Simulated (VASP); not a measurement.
# H in VASP: a series of runs

The runs below take H through single point, relaxation of the atoms, molecular dynamics, with PBE+D3(BJ).

All numbers are computed with VASP 6.6.1; they aren't measurements. Logs are shortened: lines on timing, memory, paths and dates and some standing lists are left out, and cuts for length are marked.

### 1 The cell of the first run

The cell holds a disordered packing, 24 atoms: a = 6.604 Å, b = 6.604 Å, c = 6.604 Å, α = 90.00°, β = 90.00°, γ = 90.00°.

### 2 Single point, PBE+D3(BJ)

File INCAR:

```
PREC = Accurate
ENCUT = 520
EDIFF = 1E-6
ISMEAR = -1
SIGMA = 0.05
LREAL = Auto
LASPH = T
NELM = 80
ALGO = Normal
ISIF = 2
LWAVE = F
LCHARG = F
GGA = PE
IVDW = 12
NBANDS = 30
```

File KPOINTS:

```
regular mesh
0
Gamma
  1 1 1
```

File POSCAR:

```
H
1.0
    6.6038540000      0.0000000000      0.0000000000
    0.0000000000      6.6038540000      0.0000000000
    0.0000000000      0.0000000000      6.6038540000
H
24
Direct
    0.2581068570      1.0476306714      0.4608218171
    0.3622581602      1.0836399472      0.4858072271
    0.9355446077      0.7608435922      0.1508967339
    0.9993861160      0.8512604912      0.1102386576
    0.3932249259      1.0010063820      0.1043935859
    0.3511434384      0.8958405198      0.0701105748
    0.8812581259      0.3223723601      0.5755729912
    0.9111194766      0.3485086133      0.4684688668
    0.7218209246      0.5206656598      0.7927037757
    0.6945489709      0.5422136831      0.8997776147
    0.3673763835      0.3606984649      0.9392242772
    0.3088953814      0.2985983639      0.8599523854
   -0.0692777278      0.0141129710      0.8563484293
    0.0040733790      0.0963831120      0.8592558224
    0.1634348670      0.3504771608      0.1888745572
    0.1640860019      0.4062627672      0.2877259249
    0.7090405088      0.1372531858      0.1296364214
    0.7220783500      0.1654639851      0.2390573747
    0.8076495937      1.0000675363      0.5346877747
    0.8276227791      0.8948562461      0.5692736393
    0.3224783588      0.7093887902      0.7707469002
    0.2411470635      0.6610685215      0.8314993033
    0.5266318728      0.7052245552      0.4641532051
    0.4660611818      0.6356288313      0.4044759318
```

Potentials or basis: VASP PAW PBE potentials, release 64 (H).

On the command line:

```sh
> cat potpaw_PBE.64/H/POTCAR > POTCAR
> mpirun -np 1 vasp_gam > vasp.out
```

OUTCAR:

```text
PREC = Accurate
   ENCUT = 520
   EDIFF = 1E-6
   ISMEAR = -1
   LREAL = Auto
   LASPH = T
   NELM = 80
   ISIF = 2
   GGA = PE
   IVDW = 12
 IVDW          = 12

 ion  position               nearest neighbor table
   1  0.258  0.048  0.461-   2 0.75
   2  0.362  0.084  0.486-   1 0.75
   3  0.936  0.761  0.151-   4 0.78
   4  0.999  0.851  0.110-   3 0.78
   5  0.393  0.001  0.104-   6 0.78
   6  0.351  0.896  0.070-   5 0.78
[... 16 lines left out ...]
  23  0.527  0.705  0.464-  24 0.73
  24  0.466  0.636  0.404-  23 0.73

  LATTYP: Found a simple cubic cell.
 ALAT       =     6.6038540000

  Lattice vectors:

 A1 = (   6.6038540000,   0.0000000000,   0.0000000000)
 A2 = (   0.0000000000,   6.6038540000,   0.0000000000)
 A3 = (   0.0000000000,   0.0000000000,   6.6038540000)

Analysis of symmetry for initial positions (statically):
=====================================================================
 Subroutine PRICEL returns:
 Original cell was already a primitive cell.

 Routine SETGRP: Setting up the symmetry group for a
 simple cubic supercell.

 Subroutine GETGRP returns: Found  1 space group operations
 (whereof  1 operations were pure point group operations)
 out of a pool of 48 trial point group operations.

The static configuration has the point symmetry C_1 .

Analysis of symmetry for dynamics (positions and initial velocities):
=====================================================================
 Subroutine PRICEL returns:
 Original cell was already a primitive cell.

 Routine SETGRP: Setting up the symmetry group for a
 simple cubic supercell.

 Subroutine GETGRP returns: Found  1 space group operations
 (whereof  1 operations were pure point group operations)
 out of a pool of 48 trial point group operations.

The dynamic configuration has the point symmetry C_1 .

 Subroutine INISYM returns: Found  1 space group operations
 (whereof  1 operations are pure point group operations),
 and found     1 'primitive' translations

----------------------------------------------------------------------------------------

                                     Primitive cell

  volume of cell :     287.9999

  direct lattice vectors                    reciprocal lattice vectors
     6.603854000  0.000000000  0.000000000     0.151426727  0.000000000  0.000000000
     0.000000000  6.603854000  0.000000000     0.000000000  0.151426727  0.000000000
     0.000000000  0.000000000  6.603854000     0.000000000  0.000000000  0.151426727

  length of vectors
     6.603854000  6.603854000  6.603854000     0.151426727  0.151426727  0.151426727

  position of ions in fractional coordinates (direct lattice)
     0.258106857  0.047630671  0.460821817
     0.362258160  0.083639947  0.485807227
     0.935544608  0.760843592  0.150896734
     0.999386116  0.851260491  0.110238658
     0.393224926  0.001006382  0.104393586
     0.351143438  0.895840520  0.070110575
[... 16 lines left out ...]
     0.526631873  0.705224555  0.464153205
     0.466061182  0.635628831  0.404475932

  ion indices of the primitive-cell ions
   primitive index   ion index
                 1           1
                 2           2
                 3           3
                 4           4
                 5           5
                 6           6
[... 16 lines left out ...]
                23          23
                24          24

----------------------------------------------------------------------------------------

 KPOINTS: regular mesh

Automatic generation of k-mesh.
 Grid dimensions read from file:
 generate k-points for:    1    1    1

 Generating k-lattice:

  Cartesian coordinates                     Fractional coordinates (reciprocal lattice)
     0.151426727  0.000000000  0.000000000     1.000000000  0.000000000  0.000000000
     0.000000000  0.151426727  0.000000000     0.000000000  1.000000000  0.000000000
     0.000000000  0.000000000  0.151426727     0.000000000  0.000000000  1.000000000

  Length of vectors
     0.151426727  0.151426727  0.151426727

  Shift w.r.t. Gamma in fractional coordinates (k-lattice)
     0.000000000  0.000000000  0.000000000

 Subroutine IBZKPT returns following result:
 ===========================================

 Found      1 irreducible k-points:

 Following reciprocal coordinates:
            Coordinates               Weight
  0.000000  0.000000  0.000000      1.000000
   k-points           NKPTS =      1   k-points in BZ     NKDIM =      1   number of bands    NBANDS=     30
   number of dos      NEDOS =    301   number of ions     NIONS =     24
   total plane-waves  NPLWV = 125000
   dimension x,y,z NGX =    50 NGY =   50 NGZ =   50
   dimension x,y,z NGXF=   100 NGYF=  100 NGZF=  100
   ions per type =              24
   NGX,Y,Z   is equivalent  to a cutoff of  12.59, 12.59, 12.59 a.u.
   NGXF,Y,Z  is equivalent  to a cutoff of  25.17, 25.17, 25.17 a.u.
 SYSTEM =  unknown system
   PREC   = accura    normal or accurate (medium, high low for compatibility)
   ISTART =      0    job   : 0-new  1-cont  2-samecut
   ICHARG =      2    charge: 1-file 2-atom 10-const
   ISPIN  =      1    spin polarized calculation?
   LNONCOLLINEAR =      F non collinear calculations
   LSORBIT =      F    spin-orbit coupling
   LASPH  =      T    aspherical Exc in radial PAW
   ENCUT  =  520.0 eV  38.22 Ry    6.18 a.u.  12.28 12.28 12.28*2*pi/ulx,y,z
   NELM   =     80;   NELMIN=  2; NELMDL= -5     # of ELM steps
   EDIFF  = 0.1E-05   stopping-criterion for ELM
   LREAL  =      T    real-space projection
   EDIFFG = 0.1E-04   stopping-criterion for IOM
   NSW    =      0    number of steps for IOM
   IBRION =     -1    ionic relax: 0-MD 1-quasi-New 2-CG
   NFREE  =      0    steps in history (QN), initial steepest desc. (CG)
   ISIF   =      2    stress and relaxation
   ISYM   =      2    0-nonsym 1-usesym 2-fastsym
   POTIM  = 0.5000    time-step for ionic-motion
   TEBEG  =    0.0;   TEEND  =   0.0 temperature during run
   PSTRESS=    0.0 pullay stress
   NELECT =      24.0000    total number of electrons
   NUPDOWN=      -1.0000    fix difference up-down
   EMIN   =  10.00;   EMAX   =-10.00  energy-range for DOS
   EFERMI =   0.00;   METHOD = LEGACY
   ISMEAR =    -1;   SIGMA  =   0.05  broadening in eV -4-tet -1-fermi 0-gaus
   EFERMI_NEDOS =   21; number of points for ismear=-14 and -15
   IALGO  =     38    algorithm
   IMIX   =      4    mixing-type and parameters
     AMIX     =   0.40;   BMIX     =  1.00
     AMIX_MAG =   1.60;   BMIX_MAG =  1.00
  volume/ion in A,a.u.               =      12.00        80.98
  Fermi-wavevector in a.u.,A,eV,Ry     =   0.715069  1.351284  6.956976  0.511323
  Thomas-Fermi vector in A             =   1.803133
   LORBIT       =      0    0 simple, 1 ext, 2 COOP (PROOUT), +10 PAW based schemes
   GGA     = PE    functional components
   LHFCALC =     F    Hartree Fock is set to
   AEXX    =    0.0000 exact exchange contribution
   IVDW    =    12    specifies the selected vdW correction
   LEPSILON=     F    determine dielectric tensor
   LRPA    =     F    only Hartree local field effects (RPA)
 non-spin polarized calculation
  energy-cutoff  :      520.00
  volume of cell :      288.00
 maximum number of plane-waves:      3905
 NGX is ok and might be reduce to    50
   NGX = 25   NGY = 25   NGZ = 25

 number of electron      23.9999997 magnetization

 Free energy of the ion-electron system (eV)
  ---------------------------------------------------
  ext. energy  EPLUGINS =         0.00000000
  ---------------------------------------------------
  free energy    TOTEN  =       -80.85666963 eV

  energy without entropy =      -80.85666963  energy(sigma->0) =      -80.85666963

 E-fermi :  -6.8035     XC(G=0):  -5.2105

 val. band max:       -8.0026951099   @ k =   0.0000   0.0000   0.0000
 cond. band min:       1.0531010923   @ k =   0.0000   0.0000   0.0000
 fundamental gap:      9.0557962023
 Fermi energy:        -6.8035019536

 k-point     1 :       0.0000    0.0000    0.0000
  band No.  band energies     occupation
      1     -10.7899      2.00000
      2      -9.7260      2.00000
      3      -9.4631      2.00000
      4      -9.2650      2.00000
      5      -9.2476      2.00000
      6      -8.9817      2.00000
[... 16 lines left out ...]
     23       3.5540      0.00000
     24       3.8151      0.00000
 [bands above 24 left out]

------------------------ aborting loop because EDIFF is reached ----------------------------------------

 Edisp (eV)   -0.45507

 E8    (eV) :    -0.0809

  FORCE on cell =-STRESS in cart. coord.  units (eV):
  Direction    XX          YY          ZZ          XY          YZ          ZX
  --------------------------------------------------------------------------------------
  -------------------------------------------------------------------------------------
  Total       0.80186     0.68138     1.19283    -0.05791    -0.03112    -0.02372
  in kB       4.46083     3.79060     6.63585    -0.32214    -0.17315    -0.13198
  external pressure =        4.96 kB  Pullay stress =        0.00 kB

 VOLUME and BASIS-vectors are now :
 -----------------------------------------------------------------------------
  energy-cutoff  :      520.00
  volume of cell :      288.00
      direct lattice vectors                 reciprocal lattice vectors
     6.603854000  0.000000000  0.000000000     0.151426727  0.000000000  0.000000000
     0.000000000  6.603854000  0.000000000     0.000000000  0.151426727  0.000000000
     0.000000000  0.000000000  6.603854000     0.000000000  0.000000000  0.151426727

 POSITION                                       TOTAL-FORCE (eV/Angst)
 -----------------------------------------------------------------------------------
      1.70450      0.31455      3.04320        -0.070057     -0.012727      0.035207
      2.39230      0.55235      3.20820         0.051173      0.036385      0.069557
      6.17820      5.02450      0.99650         0.483147      0.624015     -0.230301
      6.59980      5.62160      0.72800        -0.491946     -0.763816      0.379774
      2.59680      0.00665      0.68940        -0.358236     -0.895399     -0.292529
      2.31890      5.91600      0.46300         0.362804      0.884278      0.253209
[... 16 lines left out ...]
      3.47780      4.65720      3.06520         0.496720      0.534269      0.435129
      3.07780      4.19760      2.67110        -0.469617     -0.580104     -0.485108
 -----------------------------------------------------------------------------------
    total drift:                               -0.000503     -0.000194      0.000523

  FREE ENERGIE OF THE ION-ELECTRON SYSTEM (eV)
  ---------------------------------------------------
  free  energy   TOTEN  =       -81.3117374976 eV

  energy  without entropy=      -81.3117374975  energy(sigma->0) =      -81.31173750
```

Run time: 11 s. Hardware: 1 thread of AMD EPYC 9R45 (Zen 5), shared host; peak memory 0.28 GiB.

Results:

* Free energy: -81.3117 eV
* Pressure: 0.5 GPa
* Largest force: 1.008 eV/Å
* Dispersion energy per atom: -0.019 eV

Forces in eV/Å, atoms in the order of the input:
```
H   -0.070 -0.013  0.035
H    0.051  0.036  0.070
H    0.483  0.624 -0.230
H   -0.492 -0.764  0.380
H   -0.358 -0.895 -0.293
H    0.363  0.884  0.253
H    0.052  0.075 -0.117
H   -0.060 -0.010  0.185
H    0.054 -0.021 -0.180
H   -0.016  0.059  0.213
H   -0.314 -0.441 -0.513
H    0.371  0.275  0.415
H   -0.462 -0.472 -0.007
H    0.549  0.649  0.054
H   -0.012  0.046  0.037
H    0.007  0.015 -0.031
H    0.021  0.043  0.030
H   -0.016  0.014 -0.049
H   -0.067  0.033 -0.116
H   -0.023 -0.200 -0.026
H    0.097  0.142 -0.142
H   -0.184 -0.033  0.082
H    0.497  0.534  0.435
H   -0.470 -0.580 -0.485
```

Stress tensor (GPa, compression positive):
```
 0.45 -0.03 -0.01
-0.03  0.38 -0.02
-0.01 -0.02  0.66
```

Levels at points of the mesh, in eV from the Fermi level:
```tsv
k point	band 10	band 11	band 12	band 13	band 14	band 15
(0.00, 0.00, 0.00)	-1.49	-1.34	-1.20	7.86	7.92	8.08
```

Caveat: the k points lie up to 0.95 Å⁻¹ apart; the atoms stand as in a frame of molecular dynamics.

### 3 Single point, PBE+D3(BJ)

File INCAR:

```
PREC     = Accurate       # precision mode
ENCUT    = 520            # plane-wave cutoff, eV
EDIFF    = 1E-6           # SCF threshold, eV
ISMEAR   = -1             # smearing method
SIGMA    = 0.05           # smearing width, eV
LREAL    = Auto         
LASPH    = T              # aspherical terms in the spheres
NELM     = 60             # most SCF steps
ALGO     = Normal         # electronic algorithm
ISIF     = 2              # what is computed and relaxed
LWAVE    = F              # write WAVECAR
LCHARG   = T              # write CHGCAR
GGA      = PE             # functional
IVDW     = 12             # dispersion correction
LELF     = T              # ELF
LVHAR    = T            
NBANDS   = 30             # bands
```

File KPOINTS:

```
Automatic mesh
0
Gamma
  1 1 1
```

File POSCAR:

```
H
1.0
    6.6038540000      0.0000000000      0.0000000000
    0.0000000000      6.6038540000      0.0000000000
    0.0000000000      0.0000000000      6.6038540000
H
24
Direct
    0.1476562020      1.0775828781      0.5459690659
    0.0904623270      1.1527359630      0.4850652361
    1.0528094655      0.8519873395      0.2143899608
    1.0322911439      0.7435506600      0.1927359387
    0.5901250997      0.8807281324      0.0561490306
    0.5089603737      0.8871031976     -0.0143249684
    0.8974153578      0.5117920535      0.6339025666
    0.8260479411      0.4406669197      0.5828414741
    0.7192618129      0.6237115478      1.0642270408
    0.7609344483      0.5163348554      1.0617436424
    0.4758282058      0.2919961586      0.7810590604
    0.3697992112      0.2559717401      0.7849961553
   -0.0122504223      0.1665239722      0.8891171731
   -0.0799835975      0.0692171571      0.8842412325
    0.1663422601      0.4200577420      0.1510330180
    0.0906440391      0.3825644843      0.2281092223
    0.7975342883      0.1982630143      0.2535489125
    0.7241074682      0.2353474199      0.3299285538
    0.6652024712      0.8536076055      0.4176046291
    0.7248646018      0.8694316985      0.5138363144
    0.2078483261      0.7592536116      0.6736975106
    0.2973566648      0.7125081808      0.6186236098
    0.4603826796      0.4760856312      0.3250223279
    0.5560692287      0.4324595910      0.3802022274
```

Potentials or basis: VASP PAW PBE potentials, release 64 (H).

On the command line:

```sh
> cat potpaw_PBE.64/H/POTCAR > POTCAR
> mpirun -np 1 vasp_gam > vasp.out
```

OUTCAR:

```text
PREC = Accurate
   ENCUT = 520
   EDIFF = 1E-6
   ISMEAR = -1
   LREAL = Auto
   LASPH = T
   NELM = 60
   ISIF = 2
   GGA = PE
   IVDW = 12
 IVDW          = 12

 ion  position               nearest neighbor table
   1  0.148  0.078  0.546-   2 0.74
   2  0.090  0.153  0.485-   1 0.74
   3  0.053  0.852  0.214-   4 0.74
   4  0.032  0.744  0.193-   3 0.74
   5  0.590  0.881  0.056-   6 0.71
[... 267 lines left out ...]
  -------------------------------------------------------------------------------------
  Total       0.73763     0.56766     0.69308    -0.46356    -0.06345     0.21817
  in kB       4.10354     3.15798     3.85566    -2.57887    -0.35299     1.21371
  external pressure =        3.71 kB  Pullay stress =        0.00 kB

 VOLUME and BASIS-vectors are now :
 -----------------------------------------------------------------------------
  energy-cutoff  :      520.00
  volume of cell :      288.00
      direct lattice vectors                 reciprocal lattice vectors
     6.603854000  0.000000000  0.000000000     0.151426727  0.000000000  0.000000000
     0.000000000  6.603854000  0.000000000     0.000000000  0.151426727  0.000000000
     0.000000000  0.000000000  6.603854000     0.000000000  0.000000000  0.151426727

 POSITION                                       TOTAL-FORCE (eV/Angst)
 -----------------------------------------------------------------------------------
      0.97510      0.51235      3.60550         0.136863     -0.153449      0.077342
      0.59740      1.00865      3.20330        -0.108449      0.166317     -0.138846
      0.34875      5.62640      1.41580         0.064314      0.232436      0.046537
      0.21325      4.91030      1.27280        -0.027063     -0.140568     -0.035111
      3.89710      5.81620      0.37080         1.045181      0.024010      0.956003
      3.36110      5.85830      6.50925        -1.164343      0.144822     -0.971916
[... 16 lines left out ...]
      3.04030      3.14400      2.14640         0.700478     -0.321780      0.522407
      3.67220      2.85590      2.51080        -0.961943      0.497477     -0.433247
 -----------------------------------------------------------------------------------
    total drift:                               -0.000341      0.000328     -0.000562

  FREE ENERGIE OF THE ION-ELECTRON SYSTEM (eV)
  ---------------------------------------------------
  free  energy   TOTEN  =       -81.3554084659 eV

  energy  without entropy=      -81.3554084659  energy(sigma->0) =      -81.35540847
```

stdout:

```text
POSCAR found type information on POSCAR H
 POSCAR found :  1 types and      24 ions
 scaLAPACK will be used
 LDA part: xc-table for (Slater+PW92), standard interpolation
 POSCAR, INCAR and KPOINTS ok, starting setup
 FFT: planning ... GRIDC
 FFT: planning ... GRID_SOFT
 FFT: planning ... GRID
 WAVECAR not read
 entering main loop
```

Run time: 13 s. Hardware: 1 thread of AMD EPYC 9R45 (Zen 5), shared host; peak memory 0.28 GiB.

Results:

| Item | Value |
| --- | --- |
| Free energy | -81.3554 eV |
| Pressure | 0.4 GPa |
| Largest force | 1.524 eV/Å |
| Dispersion energy per atom | -0.019 eV |

Forces on the atoms (eV/Å):
```
H    0.137 -0.153  0.077
H   -0.108  0.166 -0.139
H    0.064  0.232  0.047
H   -0.027 -0.141 -0.035
H    1.045  0.024  0.956
H   -1.164  0.145 -0.972
H    0.086  0.084  0.062
H   -0.053 -0.073 -0.030
H    0.193 -0.494 -0.062
H   -0.104  0.313 -0.028
H    0.323  0.120  0.021
H   -0.291 -0.101  0.006
H   -0.607 -0.837 -0.018
H    0.576  0.822  0.076
H   -0.079 -0.084  0.098
H    0.114  0.037 -0.120
H    0.296 -0.167 -0.260
H   -0.129  0.001  0.139
H    0.105  0.012  0.237
H   -0.129 -0.045 -0.186
H    0.262 -0.154 -0.130
H   -0.248  0.118  0.174
H    0.700 -0.322  0.522
H   -0.962  0.497 -0.433
```

Caveat: the k points lie up to 0.95 Å⁻¹ apart; the atoms stand as in a frame of molecular dynamics.

[end of part 1 of 3]
